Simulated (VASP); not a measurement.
# SnO2 (fluorite type) (Fm-3m) in VASP: a series of runs, part 2 of 2

VASP 6.6.1. The steps go on from the part before.

## 4. Single point, PBE (volume scaled by 0.72)

File INCAR:

```
SYSTEM = SnO2
  PREC = Accurate
  ENCUT = 520
  EDIFF = 1E-6
  ISMEAR = -1
  SIGMA = 0.08
  LREAL = .False.
  LASPH = .True.
  NELM = 80
  ALGO = Normal
  ISIF = 2
  LWAVE = .False.
  LCHARG = .True.
  GGA = PE
  LELF = .True.
  LVHAR = .True.
  NBANDS = 20
```

File KPOINTS:

```
regular mesh
0
Gamma
  12 12 12
  0 0 0
```

File POSCAR:

```
SnO2
1.0
    0.0000000000      2.3048705067      2.3048705067
    2.3048705067      0.0000000000      2.3048705067
    2.3048705067      2.3048705067      0.0000000000
Sn O
1 2
Direct
    0.0000000000      0.0000000000      0.0000000000
    0.2500000000      0.2500000000      0.2500000000
    0.7500000000      0.7500000000      0.7500000000
```

Potentials or basis: VASP PAW PBE potentials, release 64 (Sn_d, O).

Run with:

```console
$ cat potpaw_PBE.64/Sn_d/POTCAR potpaw_PBE.64/O/POTCAR > POTCAR
$ mpirun -np 1 vasp_std > vasp.out
```

OUTCAR:

```text
SYSTEM = SnO2
   PREC = Accurate
   ENCUT = 520
   EDIFF = 1E-6
   ISMEAR = -1
   LREAL = .False.
   LASPH = .True.
   NELM = 80
   ISIF = 2
   GGA = PE

 ion  position               nearest neighbor table
   1  0.000  0.000  0.000-   3 2.00   3 2.00   3 2.00   2 2.00   2 2.00   2 2.00   3 2.00   2 2.00

   2  0.250  0.250  0.250-   1 2.00   1 2.00   1 2.00   1 2.00
   3  0.750  0.750  0.750-   1 2.00   1 2.00   1 2.00   1 2.00

  LATTYP: Found a face centered cubic cell.
 ALAT       =     4.6097410134

  Lattice vectors:

 A1 = (   0.0000000000,   2.3048705067,   2.3048705067)
 A2 = (   2.3048705067,   0.0000000000,   2.3048705067)
 A3 = (   2.3048705067,   2.3048705067,   0.0000000000)

Analysis of symmetry for initial positions (statically):
=====================================================================
 Subroutine PRICEL returns:
 Original cell was already a primitive cell.

 Routine SETGRP: Setting up the symmetry group for a
 face centered cubic supercell.

 Subroutine GETGRP returns: Found 48 space group operations
 (whereof 48 operations were pure point group operations)
 out of a pool of 48 trial point group operations.

The static configuration has the point symmetry O_h .

Analysis of symmetry for dynamics (positions and initial velocities):
=====================================================================
 Subroutine PRICEL returns:
 Original cell was already a primitive cell.

 Routine SETGRP: Setting up the symmetry group for a
 face centered cubic supercell.

 Subroutine GETGRP returns: Found 48 space group operations
 (whereof 48 operations were pure point group operations)
 out of a pool of 48 trial point group operations.

The dynamic configuration has the point symmetry O_h .

 Subroutine INISYM returns: Found 48 space group operations
 (whereof 48 operations are pure point group operations),
 and found     1 'primitive' translations

----------------------------------------------------------------------------------------

                                     Primitive cell

  volume of cell :      24.4889

  direct lattice vectors                    reciprocal lattice vectors
     0.000000000  2.304870507  2.304870507    -0.216931927  0.216931927  0.216931927
     2.304870507  0.000000000  2.304870507     0.216931927 -0.216931927  0.216931927
     2.304870507  2.304870507  0.000000000     0.216931927  0.216931927 -0.216931927

  length of vectors
     3.259579130  3.259579130  3.259579130     0.375737119  0.375737119  0.375737119

  position of ions in fractional coordinates (direct lattice)
     0.000000000  0.000000000  0.000000000
     0.250000000  0.250000000  0.250000000
     0.750000000  0.750000000  0.750000000

  ion indices of the primitive-cell ions
   primitive index   ion index
                 1           1
                 2           2
                 3           3

----------------------------------------------------------------------------------------

 KPOINTS: regular mesh

Automatic generation of k-mesh.
 Grid dimensions read from file:
 generate k-points for:   12   12   12

 Generating k-lattice:

  Cartesian coordinates                     Fractional coordinates (reciprocal lattice)
    -0.018077661  0.018077661  0.018077661     0.083333333  0.000000000  0.000000000
     0.018077661 -0.018077661  0.018077661     0.000000000  0.083333333  0.000000000
     0.018077661  0.018077661 -0.018077661     0.000000000  0.000000000  0.083333333

  Length of vectors
     0.031311427  0.031311427  0.031311427

  Shift w.r.t. Gamma in fractional coordinates (k-lattice)
     0.000000000  0.000000000  0.000000000

 Subroutine IBZKPT returns following result:
 ===========================================

 Found     72 irreducible k-points:

 Following reciprocal coordinates:
            Coordinates               Weight
  0.000000  0.000000  0.000000      1.000000
  0.083333  0.000000  0.000000      8.000000
  0.166667  0.000000  0.000000      8.000000
  0.250000  0.000000  0.000000      8.000000
  0.333333  0.000000  0.000000      8.000000
  0.416667  0.000000  0.000000      8.000000
[... 16 lines left out ...]
  0.500000  0.166667  0.000000     24.000000
 -0.416667  0.166667  0.000000     24.000000
 [... further k-points ...]
   k-points           NKPTS =     72   k-points in BZ     NKDIM =     72   number of bands    NBANDS=     20
   number of dos      NEDOS =    301   number of ions     NIONS =      3
   total plane-waves  NPLWV =  13824
   dimension x,y,z NGX =    24 NGY =   24 NGZ =   24
   dimension x,y,z NGXF=    48 NGYF=   48 NGZF=   48
   ions per type =               1   2
   NGX,Y,Z   is equivalent  to a cutoff of  12.24, 12.24, 12.24 a.u.
   NGXF,Y,Z  is equivalent  to a cutoff of  24.48, 24.48, 24.48 a.u.
 SYSTEM =  SnO2
   PREC   = accura    normal or accurate (medium, high low for compatibility)
   ISTART =      0    job   : 0-new  1-cont  2-samecut
   ICHARG =      2    charge: 1-file 2-atom 10-const
   ISPIN  =      1    spin polarized calculation?
   LNONCOLLINEAR =      F non collinear calculations
   LSORBIT =      F    spin-orbit coupling
   LASPH  =      T    aspherical Exc in radial PAW
   ENCUT  =  520.0 eV  38.22 Ry    6.18 a.u.   6.06  6.06  6.06*2*pi/ulx,y,z
   NELM   =     80;   NELMIN=  2; NELMDL= -5     # of ELM steps
   EDIFF  = 0.1E-05   stopping-criterion for ELM
   LREAL  =      F    real-space projection
   EDIFFG = 0.1E-04   stopping-criterion for IOM
   NSW    =      0    number of steps for IOM
   IBRION =     -1    ionic relax: 0-MD 1-quasi-New 2-CG
   NFREE  =      0    steps in history (QN), initial steepest desc. (CG)
   ISIF   =      2    stress and relaxation
   ISYM   =      2    0-nonsym 1-usesym 2-fastsym
   POTIM  = 0.5000    time-step for ionic-motion
   TEBEG  =    0.0;   TEEND  =   0.0 temperature during run
   PSTRESS=    0.0 pullay stress
   NELECT =      26.0000    total number of electrons
   NUPDOWN=      -1.0000    fix difference up-down
   EMIN   =  10.00;   EMAX   =-10.00  energy-range for DOS
   EFERMI =   0.00;   METHOD = LEGACY
   ISMEAR =    -1;   SIGMA  =   0.08  broadening in eV -4-tet -1-fermi 0-gaus
   EFERMI_NEDOS =   21; number of points for ismear=-14 and -15
   IALGO  =     38    algorithm
   IMIX   =      4    mixing-type and parameters
     AMIX     =   0.40;   BMIX     =  1.00
     AMIX_MAG =   1.60;   BMIX_MAG =  1.00
  volume/ion in A,a.u.               =       8.16        55.09
  Fermi-wavevector in a.u.,A,eV,Ry     =   1.670101  3.156033 37.949881  2.789238
  Thomas-Fermi vector in A             =   2.755658
   LORBIT       =      0    0 simple, 1 ext, 2 COOP (PROOUT), +10 PAW based schemes
   GGA     = PE    functional components
   LHFCALC =     F    Hartree Fock is set to
   AEXX    =    0.0000 exact exchange contribution
   IVDW    =     0    specifies the selected vdW correction
   LEPSILON=     F    determine dielectric tensor
   LRPA    =     F    only Hartree local field effects (RPA)
 non-spin polarized calculation
  energy-cutoff  :      520.00
  volume of cell :       24.49
 maximum number of plane-waves:       684
   NGX = 13   NGY = 13   NGZ = 13

 number of electron      25.9999993 magnetization

 Free energy of the ion-electron system (eV)
  ---------------------------------------------------
  ext. energy  EPLUGINS =         0.00000000
  ---------------------------------------------------
  free energy    TOTEN  =       -14.90785056 eV

  energy without entropy =      -14.90785056  energy(sigma->0) =      -14.90785056

 E-fermi :  14.4140     XC(G=0): -13.5671

 val. band max:       12.8527581276   @ k =  -0.2500   0.5000   0.2500
 cond. band min:      16.3696385813   @ k =   0.0000   0.0000   0.0000
 fundamental gap:      3.5168804537
 Fermi energy:        14.4140158983

 k-point     1 :       0.0000    0.0000    0.0000
  band No.  band energies     occupation
      1     -10.1178      2.00000
      2      -8.0235      2.00000
      3      -8.0235      2.00000
      4      -8.0235      2.00000
      5      -7.4629      2.00000
      6      -7.4629      2.00000
[... 12 lines left out ...]
     19      29.7302      0.00000
     20      29.7303      0.00000
[... 507 lines left out ...]
 k-point    24 :      -0.4167    0.1667    0.0000
  band No.  band energies     occupation
      1      -9.5106      2.00000
      2      -8.4408      2.00000
      3      -7.7632      2.00000
      4      -7.5509      2.00000
      5      -7.4117      2.00000
      6      -5.8346      2.00000
[... 12 lines left out ...]
     19      30.4524      0.00000
     20      34.6013      0.00000

 [... further k-points ...]

------------------------ aborting loop because EDIFF is reached ----------------------------------------

  FORCE on cell =-STRESS in cart. coord.  units (eV):
  Direction    XX          YY          ZZ          XY          YZ          ZX
  --------------------------------------------------------------------------------------
  -------------------------------------------------------------------------------------
  Total       20.7819830     20.7819830     20.7819830      0.0000000      0.0000000     -0.0000000
  in kB     1359.6526718   1359.6526718   1359.6526718      0.0000000      0.0000000     -0.0000000
  external PRESSURE =    1359.6526718 kB  Pullay stress =       0.0000000 kB

 VOLUME and BASIS-vectors are now :
 -----------------------------------------------------------------------------
  energy-cutoff  :      520.00
  volume of cell :       24.49
      direct lattice vectors                 reciprocal lattice vectors
     0.000000000  2.304870507  2.304870507    -0.216931927  0.216931927  0.216931927
     2.304870507  0.000000000  2.304870507     0.216931927 -0.216931927  0.216931927
     2.304870507  2.304870507  0.000000000     0.216931927  0.216931927 -0.216931927

 POSITION                                       TOTAL-FORCE (eV/Angst)
 -----------------------------------------------------------------------------------
      0.00000      0.00000      0.00000        -0.000000      0.000000     -0.000000
      1.15244      1.15244      1.15244         0.000000      0.000000      0.000000
      3.45731      3.45731      3.45731        -0.000000     -0.000000     -0.000000
 -----------------------------------------------------------------------------------
    total drift:                               -0.000000      0.000000      0.000000

  FREE ENERGIE OF THE ION-ELECTRON SYSTEM (eV)
  ---------------------------------------------------
  free  energy   TOTEN  =       -14.9078505578 eV

  energy  without entropy=      -14.9078505576  energy(sigma->0) =      -14.90785056
```

OSZICAR:

```text
N       E                     dE             d eps       ncg     rms          rms(c)
DAV:   1     0.232129741759E+03    0.23213E+03   -0.13792E+04  3272   0.223E+03
DAV:   2     0.226248360942E+01   -0.22987E+03   -0.21872E+03  3036   0.502E+02
DAV:   3    -0.184717520714E+02   -0.20734E+02   -0.20550E+02  3288   0.128E+02
DAV:   4    -0.189175447022E+02   -0.44579E+00   -0.44544E+00  3280   0.191E+01
DAV:   5    -0.189263652623E+02   -0.88206E-02   -0.88200E-02  3596   0.273E+00    0.138E+01
DAV:   6    -0.149583198227E+02    0.39680E+01   -0.10036E+01  4324   0.602E+01    0.571E+00
DAV:   7    -0.149274957099E+02    0.30824E-01   -0.11089E+00  3276   0.961E+00    0.234E+00
DAV:   8    -0.149093827978E+02    0.18113E-01   -0.63633E-02  4164   0.475E+00    0.603E-01
DAV:   9    -0.149076443945E+02    0.17384E-02   -0.75630E-03  4128   0.223E+00    0.114E-01
DAV:  10    -0.149077821778E+02   -0.13778E-03   -0.13359E-03  3816   0.564E-01    0.583E-02
DAV:  11    -0.149078516254E+02   -0.69448E-04   -0.25411E-04  3724   0.185E-01    0.236E-02
DAV:  12    -0.149078505957E+02    0.10298E-05   -0.19555E-05  3300   0.383E-02    0.600E-03
DAV:  13    -0.149078505578E+02    0.37913E-07   -0.67380E-07  2672   0.151E-02
   1 F= -.14907851E+02 E0= -.14907851E+02  d E =-.165671E-09
```

stdout:

```text
POSCAR found type information on POSCAR SnO
 POSCAR found :  2 types and       3 ions
 scaLAPACK will be used
 LDA part: xc-table for (Slater+PW92), standard interpolation
 POSCAR, INCAR and KPOINTS ok, starting setup
 FFT: planning ... GRIDC
 FFT: planning ... GRID_SOFT
 FFT: planning ... GRID
 WAVECAR not read
 entering main loop
```

Run time: 14 s. Hardware: 1 thread of Intel Xeon Platinum 8488C (Sapphire Rapids), shared host; peak memory 0.16 GiB.

What came out:

* Free energy: -14.9079 eV
* Pressure: 136.0 GPa
* Band gap on the k mesh: 3.52 eV, indirect (least direct gap 4.84 eV)

Levels at points of the mesh, in eV from the valence-band top:
| k point | band 10 | band 11 | band 12 | band 13 | band 14 | band 15 | band 16 | band 17 |
| --- | --- | --- | --- | --- | --- | --- | --- | --- |
| (0.00, 0.00, 0.00) | -3.79 | -2.15 | -2.15 | -2.15 | 3.52 | 7.94 | 7.94 | 7.94 |
| (0.50, 0.00, 0.00) | -4.94 | -4.94 | -2.90 | -2.90 | 8.01 | 8.89 | 13.21 | 13.21 |
| (0.50, 0.50, 0.00) | -7.84 | -0.50 | -0.32 | -0.32 | 4.52 | 10.09 | 11.62 | 15.91 |

Caveat: spin-orbit coupling is left out, which moves the levels of the heavy elements.

## 5. Single point, PBE (volume scaled by 0.72)

File INCAR:

```
  ALGO = Normal
  EDIFF = 1E-6
  ENCUT = 520
  GGA = PE
  ISIF = 2
  ISMEAR = -1
  LASPH = True
  LCHARG = False
  LREAL = False
  LWAVE = False
  NBANDS = 20
  NELM = 80
  PREC = Accurate
  SIGMA = 0.08
```

File KPOINTS:

```
k-points
0
Gamma
  12 12 12
```

POSCAR is that of step 4.

Potentials or basis: VASP PAW PBE potentials, release 64 (Sn_d, O).

Run with:

```console
$ cat potpaw_PBE.64/Sn_d/POTCAR potpaw_PBE.64/O/POTCAR > POTCAR
$ mpirun -np 1 vasp_std > vasp.out
```

OUTCAR:

```text
EDIFF = 1E-6
   ENCUT = 520
   GGA = PE
   ISIF = 2
   ISMEAR = -1
   LASPH = True
   LREAL = False
   NELM = 80
   PREC = Accurate

 ion  position               nearest neighbor table
   1  0.000  0.000  0.000-   3 2.00   3 2.00   3 2.00   2 2.00   2 2.00   2 2.00   3 2.00   2 2.00

   2  0.250  0.250  0.250-   1 2.00   1 2.00   1 2.00   1 2.00
   3  0.750  0.750  0.750-   1 2.00   1 2.00   1 2.00   1 2.00

  LATTYP: Found a face centered cubic cell.
 ALAT       =     4.6097410134
[... 744 lines left out ...]

  FORCE on cell =-STRESS in cart. coord.  units (eV):
  Direction    XX          YY          ZZ          XY          YZ          ZX
  --------------------------------------------------------------------------------------
  -------------------------------------------------------------------------------------
  Total       20.7819830     20.7819830     20.7819830      0.0000000      0.0000000     -0.0000000
  in kB     1359.6526718   1359.6526718   1359.6526718      0.0000000      0.0000000     -0.0000000
  external PRESSURE =    1359.6526718 kB  Pullay stress =       0.0000000 kB

 VOLUME and BASIS-vectors are now :
 -----------------------------------------------------------------------------
  energy-cutoff  :      520.00
  volume of cell :       24.49
      direct lattice vectors                 reciprocal lattice vectors
     0.000000000  2.304870507  2.304870507    -0.216931927  0.216931927  0.216931927
     2.304870507  0.000000000  2.304870507     0.216931927 -0.216931927  0.216931927
     2.304870507  2.304870507  0.000000000     0.216931927  0.216931927 -0.216931927

 POSITION                                       TOTAL-FORCE (eV/Angst)
 -----------------------------------------------------------------------------------
      0.00000      0.00000      0.00000        -0.000000      0.000000     -0.000000
      1.15244      1.15244      1.15244         0.000000      0.000000      0.000000
      3.45731      3.45731      3.45731        -0.000000     -0.000000     -0.000000
 -----------------------------------------------------------------------------------
    total drift:                               -0.000000      0.000000      0.000000

  FREE ENERGIE OF THE ION-ELECTRON SYSTEM (eV)
  ---------------------------------------------------
  free  energy   TOTEN  =       -14.9078505578 eV

  energy  without entropy=      -14.9078505576  energy(sigma->0) =      -14.90785056
```

Run time: 14 s. Hardware: 1 thread of Intel Xeon Platinum 8488C (Sapphire Rapids), shared host; peak memory 0.16 GiB.

Results:

| Property | Result |
| --- | --- |
| Free energy | -14.9079 eV |
| Pressure | 136.0 GPa |
| Band gap on the k mesh | 3.52 eV, indirect (least direct gap 4.84 eV) |

Levels at points of the mesh, in eV from the valence-band top:
| k point | band 11 | band 12 | band 13 | band 14 | band 15 | band 16 |
| --- | --- | --- | --- | --- | --- | --- |
| (0.00, 0.00, 0.00) | -2.15 | -2.15 | -2.15 | 3.52 | 7.94 | 7.94 |
| (0.50, 0.00, 0.00) | -4.94 | -2.90 | -2.90 | 8.01 | 8.89 | 13.21 |
| (0.50, 0.50, 0.00) | -0.50 | -0.32 | -0.32 | 4.52 | 10.09 | 11.62 |

Caveat: spin-orbit coupling is left out, which moves the levels of the heavy elements. A k mesh can miss the band edges.
